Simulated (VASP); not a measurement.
# Ho3PRu (P6/mmm) in VASP: a series of runs, part 2 of 2

VASP 6.6.1.

### Step 3. Relaxation of cell and atoms, PBE

The input, INCAR:

```
SYSTEM = Ho3PRu
PREC     = Accurate       ! precision mode
ENCUT    = 500            ! plane-wave cutoff, eV
EDIFF    = 1E-7           ! SCF threshold, eV
ISMEAR   = 0              ! smearing method
SIGMA    = 0.1            ! smearing width, eV
LREAL    = .False.        ! projectors in reciprocal space
LASPH    = .True.         ! aspherical terms in the spheres
NELM     = 200            ! most SCF steps
ALGO     = Normal         ! electronic algorithm
ISIF     = 3              ! what is computed and relaxed
LWAVE    = .False.        ! write WAVECAR
LCHARG   = .False.        ! write CHGCAR
GGA      = PE             ! functional
IBRION   = 2              ! ionic algorithm
NSW      = 100            ! ionic steps
EDIFFG   = -0.01          ! ionic threshold
GGA_COMPAT= .False.      
NELMIN   = 4            
LMAXMIX  = 6              ! l up to which the mixer works
```

The input, KPOINTS:

```
Automatic mesh
0
Gamma
  6 6 10
  0 0 0
```

The input, POSCAR:

```
Ho3PRu
1.0
    6.1746986874      0.0000000000      0.0000000000
   -3.0873493437      5.3474459240      0.0000000000
    0.0000000000      0.0000000000      4.3293742981
Ho P Ru
3 1 1
Direct
    0.5000000000      0.0000000000      0.0000000000
    0.0000000000      0.5000000000      0.0000000000
    0.5000000000      0.5000000000      0.0000000000
    0.0000000000      0.0000000000      0.5000000000
    0.0000000000      0.0000000000      0.0000000000
```

Potentials or basis: VASP PAW PBE potentials, release 64 (Ho_3, P, Ru_pv), 4f in core.

Run with:

```sh
cat potpaw_PBE.64/Ho_3/POTCAR potpaw_PBE.64/P/POTCAR potpaw_PBE.64/Ru_pv/POTCAR > POTCAR
mpirun -np 1 vasp_std > vasp.out
```

OUTCAR:

```text
SYSTEM = Ho3PRu
   PREC = Accurate
   ENCUT = 500
   EDIFF = 1E-7
   ISMEAR = 0
   LREAL = .False.
   LASPH = .True.
   NELM = 200
   ISIF = 3
   GGA = PE
   IBRION = 2
   NSW = 100
   EDIFFG = -0.01
   NELMIN = 4

 ion  position               nearest neighbor table
   1  0.500  0.000  0.000-   2 3.09   3 3.09   3 3.09   2 3.09   5 3.09   5 3.09
   2  0.000  0.500  0.000-   1 3.09   5 3.09   5 3.09   1 3.09   3 3.09   3 3.09
   3  0.500  0.500  0.000-   1 3.09   5 3.09   1 3.09   5 3.09   2 3.09   2 3.09
   4  0.000  0.000  0.500-   5 2.16   5 2.16
   5  0.000  0.000  0.000-   4 2.16   4 2.16   2 3.09   3 3.09   2 3.09   3 3.09   1 3.09   1 3.09

  LATTYP: Found a hexagonal cell.
 ALAT       =     6.1746986874
 C/A-ratio  =     0.7011474595

  Lattice vectors:

 A1 = (   6.1746986874,   0.0000000000,   0.0000000000)
 A2 = (  -3.0873493437,   5.3474459240,   0.0000000000)
 A3 = (   0.0000000000,   0.0000000000,   4.3293742981)

Analysis of symmetry for initial positions (statically):
=====================================================================
 Subroutine PRICEL returns:
 Original cell was already a primitive cell.

 Routine SETGRP: Setting up the symmetry group for a
 hexagonal supercell.

 Subroutine GETGRP returns: Found 24 space group operations
 (whereof 24 operations were pure point group operations)
 out of a pool of 24 trial point group operations.

The static configuration has the point symmetry D_6h.

Analysis of symmetry for dynamics (positions and initial velocities):
=====================================================================
 Subroutine PRICEL returns:
 Original cell was already a primitive cell.

 Routine SETGRP: Setting up the symmetry group for a
 hexagonal supercell.

 Subroutine GETGRP returns: Found 24 space group operations
 (whereof 24 operations were pure point group operations)
 out of a pool of 24 trial point group operations.

The dynamic configuration has the point symmetry D_6h.

 Subroutine INISYM returns: Found 24 space group operations
 (whereof 24 operations are pure point group operations),
 and found     1 'primitive' translations

----------------------------------------------------------------------------------------

                                     Primitive cell

  volume of cell :     142.9510

  direct lattice vectors                    reciprocal lattice vectors
     6.174698687  0.000000000  0.000000000     0.161951222  0.093502582  0.000000000
    -3.087349344  5.347445924  0.000000000     0.000000000  0.187005164  0.000000000
     0.000000000  0.000000000  4.329374298     0.000000000  0.000000000  0.230980260

  length of vectors
     6.174698687  6.174698687  4.329374298     0.187005164  0.187005164  0.230980260

  position of ions in fractional coordinates (direct lattice)
     0.500000000  0.000000000  0.000000000
     0.000000000  0.500000000  0.000000000
     0.500000000  0.500000000  0.000000000
     0.000000000  0.000000000  0.500000000
     0.000000000  0.000000000  0.000000000

  ion indices of the primitive-cell ions
   primitive index   ion index
                 1           1
                 2           2
                 3           3
                 4           4
                 5           5

----------------------------------------------------------------------------------------
[... 53 lines left out ...]
   number of dos      NEDOS =    301   number of ions     NIONS =      5
   total plane-waves  NPLWV =  73728
   dimension x,y,z NGX =    48 NGY =   48 NGZ =   32
   dimension x,y,z NGXF=    96 NGYF=   96 NGZF=   64
   ions per type =               3   1   1
   NGX,Y,Z   is equivalent  to a cutoff of  12.92, 12.92, 12.29 a.u.
   NGXF,Y,Z  is equivalent  to a cutoff of  25.85, 25.85, 24.58 a.u.
 SYSTEM =  Ho3PRu
   PREC   = accura    normal or accurate (medium, high low for compatibility)
   ISTART =      0    job   : 0-new  1-cont  2-samecut
   ICHARG =      2    charge: 1-file 2-atom 10-const
   ISPIN  =      1    spin polarized calculation?
   LNONCOLLINEAR =      F non collinear calculations
   LSORBIT =      F    spin-orbit coupling
   LASPH  =      T    aspherical Exc in radial PAW
   ENCUT  =  500.0 eV  36.75 Ry    6.06 a.u.  11.26 11.26  7.89*2*pi/ulx,y,z
   NELM   =    200;   NELMIN=  4; NELMDL= -5     # of ELM steps
   EDIFF  = 0.1E-06   stopping-criterion for ELM
   LREAL  =      F    real-space projection
   EDIFFG = -.1E-01   stopping-criterion for IOM
   NSW    =    100    number of steps for IOM
   IBRION =      2    ionic relax: 0-MD 1-quasi-New 2-CG
   NFREE  =      1    steps in history (QN), initial steepest desc. (CG)
   ISIF   =      3    stress and relaxation
   ISYM   =      2    0-nonsym 1-usesym 2-fastsym
   POTIM  = 0.5000    time-step for ionic-motion
   TEBEG  =    0.0;   TEEND  =   0.0 temperature during run
   PSTRESS=    0.0 pullay stress
   NELECT =      46.0000    total number of electrons
   NUPDOWN=      -1.0000    fix difference up-down
   EMIN   =  10.00;   EMAX   =-10.00  energy-range for DOS
   EFERMI =   0.00;   METHOD = LEGACY
   ISMEAR =     0;   SIGMA  =   0.10  broadening in eV -4-tet -1-fermi 0-gaus
   EFERMI_NEDOS =   21; number of points for ismear=-14 and -15
   IALGO  =     38    algorithm
   IMIX   =      4    mixing-type and parameters
     AMIX     =   0.40;   BMIX     =  1.00
     AMIX_MAG =   1.60;   BMIX_MAG =  1.00
  volume/ion in A,a.u.               =      28.59       192.94
  Fermi-wavevector in a.u.,A,eV,Ry     =   1.121842  2.119974 17.123331  1.258529
  Thomas-Fermi vector in A             =   2.258498
   LORBIT       =      0    0 simple, 1 ext, 2 COOP (PROOUT), +10 PAW based schemes
   GGA     = PE    functional components
   LHFCALC =     F    Hartree Fock is set to
   AEXX    =    0.0000 exact exchange contribution
   IVDW    =     0    specifies the selected vdW correction
   LEPSILON=     F    determine dielectric tensor
   LRPA    =     F    only Hartree local field effects (RPA)
 conjugate gradient relaxation of ions
 non-spin polarized calculation
 Gauss-broadening in eV      SIGMA  =   0.10
  energy-cutoff  :      500.00
  volume of cell :      142.95
 maximum number of plane-waves:      3676
 NGX is ok and might be reduce to    48
   NGX = 23   NGY = 23   NGZ = 15

--------------------------------------- Ionic step        1  -------------------------------------------

 number of electron      45.9999996 magnetization

 Free energy of the ion-electron system (eV)
  ---------------------------------------------------
  ext. energy  EPLUGINS =         0.00000000
  ---------------------------------------------------
  free energy    TOTEN  =       -27.20526916 eV

  energy without entropy =      -27.16936499  energy(sigma->0) =      -27.18731708

------------------------ aborting loop because EDIFF is reached ----------------------------------------

  FORCE on cell =-STRESS in cart. coord.  units (eV):
  Direction    XX          YY          ZZ          XY          YZ          ZX
  --------------------------------------------------------------------------------------
  -------------------------------------------------------------------------------------
  Total        0.0360663      0.0360663     -0.6377903      0.0000000      0.0000000      0.0000000
  in kB        0.4042270      0.4042270     -7.1482736      0.0000000      0.0000000      0.0000000
  external PRESSURE =      -2.1132732 kB  Pullay stress =       0.0000000 kB
[... 65 lines left out ...]
--------------------------------------- Ionic step        3  -------------------------------------------

 number of electron      45.9999995 magnetization

 Free energy of the ion-electron system (eV)
  ---------------------------------------------------
  ext. energy  EPLUGINS =         0.00000000
  ---------------------------------------------------
  free energy    TOTEN  =       -27.20627083 eV

  energy without entropy =      -27.17031277  energy(sigma->0) =      -27.18829180

 E-fermi :   3.6251     XC(G=0):  -9.6160

 val. band max:        3.6161797845   @ k =   0.3333   0.0000   0.2000
 cond. band min:       3.6263803437   @ k =   0.1667   0.1667   0.4000
 fundamental gap:      0.0102005592
 Fermi energy:         3.6251161687

 k-point     1 :       0.0000    0.0000    0.0000
  band No.  band energies     occupation
      1     -39.0619      2.00000
      2     -38.5286      2.00000
      3     -38.5286      2.00000
      4     -21.4979      2.00000
      5     -20.9869      2.00000
      6     -20.9869      2.00000
[... 709 lines left out ...]
     26       4.8331      0.00000
     27       5.1757      0.00000

 [... further k-points ...]

------------------------ aborting loop because EDIFF is reached ----------------------------------------

  FORCE on cell =-STRESS in cart. coord.  units (eV):
  Direction    XX          YY          ZZ          XY          YZ          ZX
  --------------------------------------------------------------------------------------
  -------------------------------------------------------------------------------------
  Total        0.0308014      0.0308014      0.0026766      0.0000000      0.0000000      0.0000000
  in kB        0.3461682      0.3461682      0.0300818      0.0000000      0.0000000      0.0000000
  external PRESSURE =       0.2408061 kB  Pullay stress =       0.0000000 kB
[... 20 lines left out ...]
  FREE ENERGIE OF THE ION-ELECTRON SYSTEM (eV)
  ---------------------------------------------------
  free  energy   TOTEN  =       -27.2062708259 eV

  energy  without entropy=      -27.1703127747  energy(sigma->0) =      -27.18829180

 reached required accuracy - stopping structural energy minimisation
```

It took 3.3 min on 1 thread of Intel Xeon 6975P-C (Granite Rapids), shared host; peak memory 0.36 GiB.

Results:

| Property | Result |
| --- | --- |
| Free energy | -27.2063 eV |
| Relaxed volume | 28.51 Å³/atom |
| Relaxed cell | a = 6.176 Å, b = 6.176 Å, c = 4.316 Å, α = 90.00°, β = 90.00°, γ = 120.00° |
| Space group after relaxing (to 0.1 Å) | P6/mmm (No. 191) |
| Energy gained by relaxing | 0.2 meV/atom |
| Ionic steps | 3 |
| Pressure after relaxing | 0.0 GPa |
| Band gap on the k mesh | zero (bands 23 and 24 overlap by 1.26 eV) |

Step by step:
```tsv
step	energy change (eV)	largest force (eV/Å)	pressure (GPa)	volume (Å³)
1	0.0000	0.0000	-0.21	142.95
2	0.0000	0.0000	0.27	142.17
3	-0.0010	0.0000	0.02	142.56
```

Final structure:
```xyz
5
Lattice="6.1758 0.0000 0.0000 -3.0879 5.3484 0.0000 0.0000 0.0000 4.3160" Properties=species:S:1:pos:R:3 pbc="T T T"
Ho    3.0879    0.0000    4.3160
Ho   -1.5439    2.6742    4.3160
Ho    1.5439    2.6742    4.3160
P    -3.0879    5.3484    2.1580
Ru   -3.0879    5.3484    0.0000
```

Caveat: spin-orbit coupling is left out, which moves the levels of the heavy elements; the 4f electrons are frozen in the core, so they carry no moment and show no levels. Spin polarisation is off, so any magnetic state and its effect on volume and gap are missing.
